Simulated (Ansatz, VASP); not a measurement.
Bi in VASP and in Ansatz

Contents of INCAR:

```
PREC     = Accurate       # precision mode
ENCUT    = 520            # plane-wave cutoff, eV
EDIFF    = 1E-6           # SCF threshold, eV
ISMEAR   = -1             # smearing method
SIGMA    = 0.1            # smearing width, eV
LREAL    = False          # projectors in reciprocal space
LASPH    = True           # aspherical terms in the spheres
NELM     = 80             # most SCF steps
ALGO     = Normal         # electronic algorithm
ISIF     = 2              # what is computed and relaxed
LWAVE    = False          # write WAVECAR
LCHARG   = False          # write CHGCAR
GGA      = RE             # functional
NBANDS   = 38             # bands
```

The input KPOINTS:

```
regular mesh
0
Gamma
  12 12 3
```

POSCAR

```
Bi
1.0
    3.4988086965      0.0000000000      0.0000000000
   -1.7494043483      3.0300572142      0.0000000000
    0.0000000000      0.0000000000     11.7138994420
Bi
4
Direct
    0.0000000000      1.0000000000      1.0000000000
    0.0000000000      1.0000000000      0.5000000000
    0.3333333333      0.6666666667      0.2500000000
    0.6666666667      0.3333333333      0.7500000000
```

Input for Ansatz:

```yaml
crystal:
  lattice:
    - [3.4988086965, 0.0, 0.0]
    - [-1.7494043483, 3.0300572142, 0.0]
    - [0.0, 0.0, 11.713899442]
  atoms:
    - { symbol: Bi, position: [0.0, 1.0, 1.0] }
    - { symbol: Bi, position: [0.0, 1.0, 0.5] }
    - { symbol: Bi, position: [0.3333333333, 0.6666666667, 0.25] }
    - { symbol: Bi, position: [0.6666666667, 0.3333333333, 0.75] }
hamiltonian:
  xc: revpbe
  pseudopotentials:
    kind: paw
    azcp:
      Bi: "pseudopotentials/Bi.paw.azcp"
basis:
  ecutwfc: 420
  fft_grid_basis: typed
kpoints:
  mp_grid: { grid: [12, 12, 3], shift: [0, 0, 0] }
magnetization:
  spin_polarized: false
scf:
  occupations: { method: fermi_dirac, width: 0.1 }
  lower_state_search: "off"
output:
  stress: true
```

Alike in both runs: task single point; functional revPBE; k mesh 12 × 12 × 3; occupations fermi-dirac, width 0.1 eV; no spin polarisation.

```csv
,VASP,Ansatz
version,VASP 6.6.1,Ansatz 0.2.0
potentials or method,"VASP PAW PBE potentials, release 64 (Bi_d), cutoff 520 eV","plane waves (420 eV) with PAW, scalar-relativistic"
valence electrons in the cell,60,60
```

```tsv
	VASP	Ansatz	Ansatz less VASP
pressure (GPa)	2.0	2.1	+0.07
```

VASP's potentials were made for PBE, not for revPBE. With one functional, cell and mesh, what is left measures potentials, basis and numerics.

Spin-orbit coupling is off throughout.
